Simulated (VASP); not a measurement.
# SnO2 (P1) in VASP: single point with r2SCAN

Aim: the single point of SnO2 with r2SCAN.

All numbers are computed with VASP 6.6.1; they aren't measurements. Logs are shortened: lines on timing, memory, paths and dates and some standing lists are left out, and cuts for length are marked.

### 1 The cell of the first run

The typed cell holds 6 atoms: a = 4.737 Å, b = 4.737 Å, c = 3.186 Å, α = 90.00°, β = 90.00°, γ = 90.00°.

### 2 Single point, r2SCAN (atoms moved at random)

POSCAR reads:

```
SnO2
1.0
    4.7373500000      0.0000000000      0.0000000000
    0.0000000000      4.7373500000      0.0000000000
    0.0000000000      0.0000000000      3.1864000000
Sn O
2 4
Direct
    0.0068813212     -0.0021783254      0.0105167222
    0.4887684902      0.5083955679      0.4518197359
    0.2948800919      0.3058058980     -0.0148690280
    0.1936124257      0.8121812063      0.5166222451
    0.7131069943      0.6970330824      0.0364981425
    0.8027506766      0.1787625708      0.4994121822
```

INCAR.step1 reads:

```
  PREC = Accurate
  ENCUT = 520
  ISMEAR = 0
  SIGMA = 0.05
  LREAL = False
  LASPH = True
  NELM = 100
  NBANDS = 35
  GGA = PE
  ALGO = Normal
  EDIFF = 1E-4
  LWAVE = True
  LCHARG = False
```

INCAR.step2 reads:

```
  PREC = Accurate
  ENCUT = 520
  EDIFF = 1E-6
  ISMEAR = 0
  SIGMA = 0.05
  LREAL = False
  LASPH = True
  NELM = 100
  ALGO = Normal
  ISIF = 2
  LWAVE = False
  LCHARG = False
  METAGGA = R2SCAN
  LMIXTAU = True
  NBANDS = 35
  ISTART = 1
```

KPOINTS reads:

```
regular mesh
0
Gamma
  6 6 8
```

Potentials or basis: VASP PAW PBE potentials, release 64 (Sn_d, O).

On the command line:

```sh
$ cat potpaw_PBE.64/Sn_d/POTCAR potpaw_PBE.64/O/POTCAR > POTCAR
$ cp INCAR.step1 INCAR
$ mpirun -np 1 vasp_std > vasp.out
$ cp INCAR.step2 INCAR
$ mpirun -np 1 vasp_std > vasp.out
```

OUTCAR:

```text
PREC = Accurate
   ENCUT = 520
   EDIFF = 1E-6
   ISMEAR = 0
   LREAL = False
   LASPH = True
   NELM = 100
   ISIF = 2
   METAGGA = R2SCAN
   ISTART = 1

 ion  position               nearest neighbor table
   1  0.007  0.998  0.011-   5 1.99   3 2.00   4 2.01   6 2.02   4 2.04   6 2.08   2 3.54   2 3.61
                             2 3.66   2 3.71   2 3.72
   2  0.489  0.508  0.452-   5 1.92   3 1.99   4 2.02   3 2.16   6 2.16   5 2.32   1 3.54   1 3.61
                             1 3.66   1 3.71   1 3.72
   3  0.295  0.306  0.985-   2 1.99   1 2.00   2 2.16
   4  0.194  0.812  0.517-   1 2.01   2 2.02   1 2.04
   5  0.713  0.697  0.036-   2 1.92   1 1.99   2 2.32
   6  0.803  0.179  0.499-   1 2.02   1 2.08   2 2.16

  LATTYP: Found a simple tetragonal cell.
 ALAT       =     4.7373500000
 C/A-ratio  =     0.6726123255

  Lattice vectors:

 A1 = (   4.7373500000,   0.0000000000,   0.0000000000)
 A2 = (   0.0000000000,   4.7373500000,   0.0000000000)
 A3 = (   0.0000000000,   0.0000000000,   3.1864000000)

Analysis of symmetry for initial positions (statically):
=====================================================================
 Subroutine PRICEL returns:
 Original cell was already a primitive cell.

 Routine SETGRP: Setting up the symmetry group for a
 simple tetragonal supercell.

 Subroutine GETGRP returns: Found  1 space group operations
 (whereof  1 operations were pure point group operations)
 out of a pool of 16 trial point group operations.

The static configuration has the point symmetry C_1 .

Analysis of symmetry for dynamics (positions and initial velocities):
=====================================================================
 Subroutine PRICEL returns:
 Original cell was already a primitive cell.

 Routine SETGRP: Setting up the symmetry group for a
 simple tetragonal supercell.

 Subroutine GETGRP returns: Found  1 space group operations
 (whereof  1 operations were pure point group operations)
 out of a pool of 16 trial point group operations.

The dynamic configuration has the point symmetry C_1 .

 Subroutine INISYM returns: Found  1 space group operations
 (whereof  1 operations are pure point group operations),
 and found     1 'primitive' translations

----------------------------------------------------------------------------------------

                                     Primitive cell

  volume of cell :      71.5107

  direct lattice vectors                    reciprocal lattice vectors
     4.737350000  0.000000000  0.000000000     0.211088478  0.000000000  0.000000000
     0.000000000  4.737350000  0.000000000     0.000000000  0.211088478  0.000000000
     0.000000000  0.000000000  3.186400000     0.000000000  0.000000000  0.313833794

  length of vectors
     4.737350000  4.737350000  3.186400000     0.211088478  0.211088478  0.313833794

  position of ions in fractional coordinates (direct lattice)
     0.006881321  0.997821675  0.010516722
     0.488768490  0.508395568  0.451819736
     0.294880092  0.305805898  0.985130972
     0.193612426  0.812181206  0.516622245
     0.713106994  0.697033082  0.036498143
     0.802750677  0.178762571  0.499412182

  ion indices of the primitive-cell ions
   primitive index   ion index
                 1           1
                 2           2
                 3           3
                 4           4
                 5           5
                 6           6

----------------------------------------------------------------------------------------

 KPOINTS: regular mesh

Automatic generation of k-mesh.
 Grid dimensions read from file:
 generate k-points for:    6    6    8

 Generating k-lattice:

  Cartesian coordinates                     Fractional coordinates (reciprocal lattice)
     0.035181413  0.000000000  0.000000000     0.166666667  0.000000000  0.000000000
     0.000000000  0.035181413  0.000000000     0.000000000  0.166666667  0.000000000
     0.000000000  0.000000000  0.039229224     0.000000000  0.000000000  0.125000000

  Length of vectors
     0.035181413  0.035181413  0.039229224

  Shift w.r.t. Gamma in fractional coordinates (k-lattice)
     0.000000000  0.000000000  0.000000000

 Subroutine IBZKPT returns following result:
 ===========================================

 Found    148 irreducible k-points:

 Following reciprocal coordinates:
            Coordinates               Weight
  0.000000  0.000000  0.000000      1.000000
  0.166667  0.000000  0.000000      2.000000
  0.000000  0.166667  0.000000      2.000000
  0.333333  0.000000  0.000000      2.000000
  0.000000  0.333333  0.000000      2.000000
  0.500000  0.000000  0.000000      1.000000
[... 16 lines left out ...]
  0.000000  0.166667  0.125000      2.000000
 -0.166667  0.000000  0.125000      2.000000
 [... further k-points ...]
   k-points           NKPTS =    148   k-points in BZ     NKDIM =    148   number of bands    NBANDS=     35
   number of dos      NEDOS =    301   number of ions     NIONS =      6
   total plane-waves  NPLWV =  31104
   dimension x,y,z NGX =    36 NGY =   36 NGZ =   24
   dimension x,y,z NGXF=    72 NGYF=   72 NGZF=   48
   ions per type =               2   4
   NGX,Y,Z   is equivalent  to a cutoff of  12.63, 12.63, 12.52 a.u.
   NGXF,Y,Z  is equivalent  to a cutoff of  25.27, 25.27, 25.04 a.u.
 SYSTEM =  unknown system
   PREC   = accura    normal or accurate (medium, high low for compatibility)
   ISTART =      1    job   : 0-new  1-cont  2-samecut
   ICHARG =      0    charge: 1-file 2-atom 10-const
   ISPIN  =      1    spin polarized calculation?
   LNONCOLLINEAR =      F non collinear calculations
   LSORBIT =      F    spin-orbit coupling
   LASPH  =      T    aspherical Exc in radial PAW
   ENCUT  =  520.0 eV  38.22 Ry    6.18 a.u.   8.81  8.81  5.92*2*pi/ulx,y,z
   NELM   =    100;   NELMIN=  2; NELMDL=  0     # of ELM steps
   EDIFF  = 0.1E-05   stopping-criterion for ELM
   LREAL  =      F    real-space projection
   EDIFFG = 0.1E-04   stopping-criterion for IOM
   NSW    =      0    number of steps for IOM
   IBRION =     -1    ionic relax: 0-MD 1-quasi-New 2-CG
   NFREE  =      0    steps in history (QN), initial steepest desc. (CG)
   ISIF   =      2    stress and relaxation
   ISYM   =      2    0-nonsym 1-usesym 2-fastsym
   POTIM  = 0.5000    time-step for ionic-motion
   TEBEG  =    0.0;   TEEND  =   0.0 temperature during run
   PSTRESS=    0.0 pullay stress
   NELECT =      52.0000    total number of electrons
   NUPDOWN=      -1.0000    fix difference up-down
   EMIN   =  10.00;   EMAX   =-10.00  energy-range for DOS
   EFERMI =   0.00;   METHOD = LEGACY
   ISMEAR =     0;   SIGMA  =   0.05  broadening in eV -4-tet -1-fermi 0-gaus
   EFERMI_NEDOS =   21; number of points for ismear=-14 and -15
   IALGO  =     38    algorithm
   IMIX   =      4    mixing-type and parameters
     AMIX     =   0.40;   BMIX     =  1.00
     AMIX_MAG =   1.60;   BMIX_MAG =  1.00
  volume/ion in A,a.u.               =      11.92        80.43
  Fermi-wavevector in a.u.,A,eV,Ry     =   1.472150  2.781961 29.486913  2.167227
  Thomas-Fermi vector in A             =   2.587200
   LORBIT       =      0    0 simple, 1 ext, 2 COOP (PROOUT), +10 PAW based schemes
   METAGGA = R2SCAN    functional components
   LHFCALC =     F    Hartree Fock is set to
   AEXX    =    0.0000 exact exchange contribution
   IVDW    =     0    specifies the selected vdW correction
   LEPSILON=     F    determine dielectric tensor
   LRPA    =     F    only Hartree local field effects (RPA)
 non-spin polarized calculation
 Gauss-broadening in eV      SIGMA  =   0.05
  energy-cutoff  :      520.00
  volume of cell :       71.51
 maximum number of plane-waves:      1992
   NGX = 17   NGY = 17   NGZ = 11

 number of electron      51.9999996 magnetization

 Free energy of the ion-electron system (eV)
  ---------------------------------------------------
  ext. energy  EPLUGINS =         0.00000000
  ---------------------------------------------------
  free energy    TOTEN  =       -84.00284596 eV

  energy without entropy =      -84.00284596  energy(sigma->0) =      -84.00284596

 E-fermi :   6.0326     XC(G=0): -12.0432

 val. band max:        5.8030420690   @ k =   0.0000   0.0000   0.0000
 cond. band min:       7.5798123998   @ k =   0.0000   0.0000   0.0000
 fundamental gap:      1.7767703307
 Fermi energy:         6.0325965789

 k-point     1 :       0.0000    0.0000    0.0000
  band No.  band energies     occupation
      1     -16.1283      2.00000
      2     -15.2146      2.00000
      3     -15.1112      2.00000
      4     -14.8434      2.00000
      5     -14.7848      2.00000
      6     -14.7327      2.00000
[... 27 lines left out ...]
     34      19.1358      0.00000
     35      19.2835      0.00000

 k-point     2 :       0.1667    0.0000    0.0000
  band No.  band energies     occupation
      1     -16.0837      2.00000
      2     -15.2788      2.00000
      3     -15.1233      2.00000
      4     -14.8716      2.00000
      5     -14.7709      2.00000
      6     -14.7236      2.00000
[... 27 lines left out ...]
     34      19.1078      0.00000
     35      19.2697      0.00000

 k-point     3 :       0.0000    0.1667    0.0000
  band No.  band energies     occupation
      1     -16.0835      2.00000
      2     -15.2532      2.00000
      3     -15.1632      2.00000
      4     -14.8757      2.00000
      5     -14.7591      2.00000
      6     -14.7292      2.00000
[... 27 lines left out ...]
     34      19.0459      0.00000
     35      19.3319      0.00000
[... 723 lines left out ...]
 k-point    23 :       0.0000    0.1667    0.1250
  band No.  band energies     occupation
      1     -16.0318      2.00000
      2     -15.3567      2.00000
      3     -15.1432      2.00000
      4     -14.9167      2.00000
      5     -14.7779      2.00000
      6     -14.7352      2.00000
[... 27 lines left out ...]
     34      19.0695      0.00000
     35      19.1625      0.00000

 k-point    24 :      -0.1667    0.0000    0.1250
  band No.  band energies     occupation
      1     -16.0011      2.00000
      2     -15.4070      2.00000
      3     -15.0933      2.00000
      4     -14.9295      2.00000
      5     -14.7783      2.00000
      6     -14.7417      2.00000
[... 27 lines left out ...]
     34      19.0034      0.00000
     35      19.1494      0.00000

 [... further k-points ...]
[... 5 lines left out ...]
  --------------------------------------------------------------------------------------
  -------------------------------------------------------------------------------------
  Total        3.1335443      3.5539028      4.0959984      1.5976433      0.1351768     -1.2563565
  in kB       70.2061544     79.6241639     91.7696602     35.7947372      3.0285960    -28.1483041
  external PRESSURE =      80.5333261 kB  Pullay stress =       0.0000000 kB

 VOLUME and BASIS-vectors are now :
 -----------------------------------------------------------------------------
  energy-cutoff  :      520.00
  volume of cell :       71.51
      direct lattice vectors                 reciprocal lattice vectors
     4.737350000  0.000000000  0.000000000     0.211088478  0.000000000  0.000000000
     0.000000000  4.737350000  0.000000000     0.000000000  0.211088478  0.000000000
     0.000000000  0.000000000  3.186400000     0.000000000  0.000000000  0.313833794

 POSITION                                       TOTAL-FORCE (eV/Angst)
 -----------------------------------------------------------------------------------
      0.03260      4.72703      0.03351        -1.153273      0.714456     -0.196343
      2.31547      2.40845      1.43968         0.918497     -1.535319      3.216148
      1.39695      1.44871      3.13902         0.785280      0.860982     -0.749436
      0.91721      3.84759      1.64617         0.935906     -0.672824     -0.363723
      3.37824      3.30209      0.11630        -0.618355     -0.553218     -2.308426
      3.80291      0.84686      1.59133        -0.868056      1.185922      0.401780
 -----------------------------------------------------------------------------------
    total drift:                                0.005282     -0.006310      0.003859

  FREE ENERGIE OF THE ION-ELECTRON SYSTEM (eV)
  ---------------------------------------------------
  free  energy   TOTEN  =       -84.0028459626 eV

  energy  without entropy=      -84.0028459626  energy(sigma->0) =      -84.00284596
```

Wall time 5.9 min (1 thread of Intel Xeon 6975P-C (Granite Rapids), shared host); peak memory 0.39 GiB.

Results:

* Free energy: -84.0028 eV
* Pressure: 8.1 GPa
* Largest force: 3.680 eV/Å
* Band gap on the k mesh: 1.78 eV

Forces in eV/Å, atoms in the order of the input:
```
Sn  -1.153  0.714 -0.196
Sn   0.918 -1.535  3.216
O    0.785  0.861 -0.749
O    0.936 -0.673 -0.364
O   -0.618 -0.553 -2.308
O   -0.868  1.186  0.402
```

Caveat: the cell differs from its parent crystal (atoms moved at random); the cell stands under pressure; the PAW data sets were made with another functional, which shifts forces and pressure a little; spin-orbit coupling is left out, which moves the levels of the heavy elements.
